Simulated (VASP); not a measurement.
A run of VASP 6.6.1 is set up as follows.

INCAR

```
SYSTEM = SnSe2
PREC = Accurate
ENCUT = 520
EDIFF = 1E-7
ISMEAR = 0
SIGMA = 0.05
LREAL = .False.
LASPH = .True.
NELM = 100
ALGO = Normal
ISIF = 2
LWAVE = .False.
LCHARG = .False.
GGA = PE
IVDW = 12
NBANDS = 35
```

File KPOINTS:

```
regular mesh
0
Gamma
  8 8 3
  0 0 0
```

Contents of POSCAR:

```
SnSe2
1.0
   -3.8109987816      0.0000000000      0.0000000000
   -1.9054993908     -3.3004217586      0.0000000000
    0.0000000000      0.0000000000     18.2740000000
Sn Se
2 4
Direct
    0.0000000000      0.0000000000      0.5037484951
    0.0000000000      0.0000000000      0.1679161650
    0.3333333333      0.3333333333      0.5877065777
    0.3333333333      0.3333333333      0.2518742476
    0.6666666667      0.6666666667      0.0839580825
    0.6666666667      0.6666666667      0.4197904126
```

Potentials or basis: VASP PAW PBE potentials, release 64 (Sn_d, Se).

Run with:

```console
$ cat potpaw_PBE.64/Sn_d/POTCAR potpaw_PBE.64/Se/POTCAR > POTCAR
$ mpirun -np 1 vasp_std > vasp.out
```

Estimate the dispersion energy per atom.

-0.310 eV.

Predict the largest force.

0.764 eV/Å.

Forces on the atoms (eV/Å):
```
Sn   0.000  0.000 -0.022
Sn   0.000  0.000  0.022
Se   0.000  0.000  0.725
Se   0.000  0.000  0.764
Se   0.000  0.000 -0.725
Se   0.000  0.000 -0.764
```

Caveat: the cell differs from its parent crystal (the distance across one plane changed); there is no dipole correction, which matters where the two faces differ.
